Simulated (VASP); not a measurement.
# Cs2Li (Fm-3m) in VASP: relaxation of cell and atoms with PBE

Aim: the relaxation of cell and atoms of Cs2Li with PBE.

Program: VASP 6.6.1. These are calculated values, not measurements. Logs are shortened: lines on timing, memory, paths and dates and some standing lists are left out, and cuts for length are marked.

### 1 The cell of the first run

It takes space group Fm-3m (No. 225, cubic). Conventional cell: a = 9.795 Å, b = 9.795 Å, c = 9.795 Å, α = 90.00°, β = 90.00°, γ = 90.00°. Cs (site symmetry -43m) has 4 Li at 4.24 Å and 6 Cs at 4.90 Å within 5.6 Å. Li (site symmetry m-3m) has 8 Cs at 4.24 Å within 5.6 Å.

The cell was built from a structure type or drawn by symmetry, and may not be a known phase.

### 2 Relaxation of cell and atoms, PBE

INCAR

```
SYSTEM = Cs2Li
  PREC = Accurate
  ENCUT = 600
  EDIFF = 1E-6
  ISMEAR = 0
  SIGMA = 0.1
  LREAL = .FALSE.
  LASPH = .TRUE.
  NELM = 80
  ALGO = Fast
  ISIF = 3
  LWAVE = .FALSE.
  LCHARG = .FALSE.
  GGA = PE
  IBRION = 2
  NSW = 100
  EDIFFG = -0.01
```

KPOINTS

```
Automatic mesh
0
G
  8 8 8
  0 0 0
```

POSCAR

```
Cs2Li
1.0
    0.0000000000      4.8973656427      4.8973656427
    4.8973656427      0.0000000000      4.8973656427
    4.8973656427      4.8973656427      0.0000000000
Cs Li
2 1
Direct
    0.2500000000      0.2500000000      0.2500000000
    0.7500000000      0.7500000000      0.7500000000
    0.0000000000      0.0000000000      0.0000000000
```

Potentials or basis: VASP PAW PBE potentials, release 64 (Cs_sv, Li_sv).

The run is started by

```sh
$ cat potpaw_PBE.64/Cs_sv/POTCAR potpaw_PBE.64/Li_sv/POTCAR > POTCAR
$ mpirun -np 1 vasp_std > vasp.out
```

OUTCAR:

```text
SYSTEM = Cs2Li
   PREC = Accurate
   ENCUT = 600
   EDIFF = 1E-6
   ISMEAR = 0
   LREAL = .FALSE.
   LASPH = .TRUE.
   NELM = 80
   ISIF = 3
   GGA = PE
   IBRION = 2
   NSW = 100
   EDIFFG = -0.01

 ion  position               nearest neighbor table
   1  0.250  0.250  0.250-
   2  0.750  0.750  0.750-
   3  0.000  0.000  0.000-

  LATTYP: Found a face centered cubic cell.
 ALAT       =     9.7947312854

  Lattice vectors:

 A1 = (   0.0000000000,   4.8973656427,   4.8973656427)
 A2 = (   4.8973656427,   0.0000000000,   4.8973656427)
 A3 = (   4.8973656427,   4.8973656427,   0.0000000000)

Analysis of symmetry for initial positions (statically):
=====================================================================
 Subroutine PRICEL returns:
 Original cell was already a primitive cell.

 Routine SETGRP: Setting up the symmetry group for a
 face centered cubic supercell.

 Subroutine GETGRP returns: Found 48 space group operations
 (whereof 48 operations were pure point group operations)
 out of a pool of 48 trial point group operations.

The static configuration has the point symmetry O_h .

Analysis of symmetry for dynamics (positions and initial velocities):
=====================================================================
 Subroutine PRICEL returns:
 Original cell was already a primitive cell.

 Routine SETGRP: Setting up the symmetry group for a
 face centered cubic supercell.

 Subroutine GETGRP returns: Found 48 space group operations
 (whereof 48 operations were pure point group operations)
 out of a pool of 48 trial point group operations.

The dynamic configuration has the point symmetry O_h .

 Subroutine INISYM returns: Found 48 space group operations
 (whereof 48 operations are pure point group operations),
 and found     1 'primitive' translations

----------------------------------------------------------------------------------------

                                     Primitive cell

  volume of cell :     234.9187

  direct lattice vectors                    reciprocal lattice vectors
     0.000000000  4.897365643  4.897365643    -0.102095705  0.102095705  0.102095705
     4.897365643  0.000000000  4.897365643     0.102095705 -0.102095705  0.102095705
     4.897365643  4.897365643  0.000000000     0.102095705  0.102095705 -0.102095705

  length of vectors
     6.925920912  6.925920912  6.925920912     0.176834949  0.176834949  0.176834949

  position of ions in fractional coordinates (direct lattice)
     0.250000000  0.250000000  0.250000000
     0.750000000  0.750000000  0.750000000
     0.000000000  0.000000000  0.000000000

[... 101 lines left out ...]
   LORBIT       =      0    0 simple, 1 ext, 2 COOP (PROOUT), +10 PAW based schemes
   GGA     = PE    functional components
   LHFCALC =     F    Hartree Fock is set to
   AEXX    =    0.0000 exact exchange contribution
   IVDW    =     0    specifies the selected vdW correction
   LEPSILON=     F    determine dielectric tensor
   LRPA    =     F    only Hartree local field effects (RPA)
 conjugate gradient relaxation of ions
 non-spin polarized calculation
 RMM-DIIS sequential band-by-band and
 Gauss-broadening in eV      SIGMA  =   0.10
  energy-cutoff  :      600.00
  volume of cell :      234.92
 maximum number of plane-waves:      7884
   NGX = 27   NGY = 27   NGZ = 27

--------------------------------------- Ionic step        1  -------------------------------------------

 number of electron      21.0000001 magnetization

 Free energy of the ion-electron system (eV)
  ---------------------------------------------------
  ext. energy  EPLUGINS =         0.00000000
  ---------------------------------------------------
  free energy    TOTEN  =        -3.03220321 eV

  energy without entropy =       -3.00982584  energy(sigma->0) =       -3.02101452

------------------------ aborting loop because EDIFF is reached ----------------------------------------

  FORCE on cell =-STRESS in cart. coord.  units (eV):
  Direction    XX          YY          ZZ          XY          YZ          ZX
  --------------------------------------------------------------------------------------
  -------------------------------------------------------------------------------------
  Total        0.4508806      0.4508806      0.4508806     -0.0000000     -0.0000000      0.0000000
  in kB        3.0750670      3.0750670      3.0750670     -0.0000000     -0.0000000      0.0000000
  external PRESSURE =       3.0750670 kB  Pullay stress =       0.0000000 kB
[... 98 lines left out ...]
--------------------------------------- Ionic step        4  -------------------------------------------

 number of electron      20.9999999 magnetization

 Free energy of the ion-electron system (eV)
  ---------------------------------------------------
  ext. energy  EPLUGINS =         0.00000000
  ---------------------------------------------------
  free energy    TOTEN  =        -3.05510534 eV

  energy without entropy =       -3.03407978  energy(sigma->0) =       -3.04459256

 E-fermi :   0.2316     XC(G=0):  -5.4679

 val. band max:        0.2022416253   @ k =   0.5000   0.3750   0.1250
 cond. band min:       0.2609955111   @ k =   0.5000   0.2500   0.1250
 fundamental gap:      0.0587538858
 Fermi energy:         0.2316227855

 k-point     1 :       0.0000    0.0000    0.0000
  band No.  band energies     occupation
      1     -47.5778      2.00000
      2     -23.4013      2.00000
      3     -23.3844      2.00000
      4     -10.2608      2.00000
      5     -10.2608      2.00000
      6     -10.2608      2.00000
      7     -10.1490      2.00000
      8     -10.1490      2.00000
      9     -10.1490      2.00000
     10      -1.6008      2.00000
     11       0.9164      0.00000
     12       0.9164      0.00000
     13       0.9164      0.00000
     14       1.8076      0.00000
[... 377 lines left out ...]
      1     -47.5778      2.00000
      2     -23.3928      2.00000
      3     -23.3928      2.00000
      4     -10.2673      2.00000
      5     -10.2658      2.00000
      6     -10.2090      2.00000
      7     -10.2089      2.00000
      8     -10.1526      2.00000
      9     -10.1518      2.00000
     10      -0.5166      2.00000
     11       0.0781      1.97004
     12       0.7788      0.00000
     13       1.2486      0.00000
     14       1.5662      0.00000

 [... further k-points ...]

------------------------ aborting loop because EDIFF is reached ----------------------------------------

  FORCE on cell =-STRESS in cart. coord.  units (eV):
  Direction    XX          YY          ZZ          XY          YZ          ZX
  --------------------------------------------------------------------------------------
  -------------------------------------------------------------------------------------
  Total       -0.0005653     -0.0005653     -0.0005653     -0.0000000     -0.0000000      0.0000000
  in kB       -0.0034781     -0.0034781     -0.0034781     -0.0000000     -0.0000000      0.0000000
  external PRESSURE =      -0.0034781 kB  Pullay stress =       0.0000000 kB
[... 18 lines left out ...]
  FREE ENERGIE OF THE ION-ELECTRON SYSTEM (eV)
  ---------------------------------------------------
  free  energy   TOTEN  =        -3.0551053413 eV

  energy  without entropy=       -3.0340797808  energy(sigma->0) =       -3.04459256

 reached required accuracy - stopping structural energy minimisation
```

It took 16 min on 1 thread of Intel Xeon Platinum 8259CL at 2.50GHz (Skylake/Cascade Lake), shared host; peak memory 0.53 GiB.

Results:

- Free energy: -3.0551 eV
- Relaxed volume: 86.79 Å³/atom
- Relaxed cell: a = 7.168 Å, b = 7.168 Å, c = 7.168 Å, α = 60.00°, β = 60.00°, γ = 60.00°
- Space group after relaxing (to 0.1 Å): Fm-3m (No. 225)
- Energy gained by relaxing: 7.6 meV/atom
- Ionic steps: 4
- Pressure after relaxing: 0.0 GPa
- Band gap on the k mesh: zero (an odd number of electrons rules out a gap without spin polarisation)

Step by step:
```
step  energy change (eV)  largest force (eV/Å)  pressure (GPa)  volume (Å³)
   1              0.0000                0.0000            0.31       234.92
   2             -0.0087                0.0000            0.24       240.07
   3             -0.0223                0.0000            0.05       255.96
   4             -0.0229                0.0000            0.00       260.38
```

Final structure:
```
CELL_PARAMETERS angstrom
0.00000 5.06826 5.06826
5.06826 0.00000 5.06826
5.06826 5.06826 0.00000
ATOMIC_POSITIONS crystal
Cs 0.25000 0.25000 0.25000
Cs 0.75000 0.75000 0.75000
Li 0.00000 0.00000 0.00000
```

Levels at points of the mesh, in eV from the Fermi level:
```tsv
k point	band 8	band 9	band 10	band 11	band 12	band 13
(0.00, 0.00, 0.00)	-10.38	-10.38	-1.83	0.68	0.68	0.68
(0.50, 0.00, 0.00)	-10.44	-10.44	-0.89	-0.31	1.04	1.04
(0.50, 0.50, 0.00)	-10.37	-10.35	-0.53	-0.39	0.68	1.20
```

Caveat: the cutoff is under 1.25 times the usual one of these potentials, so pressure, stress and relaxed cells hold a basis-set (Pulay) error; spin-orbit coupling is left out, which moves the levels of the heavy elements.
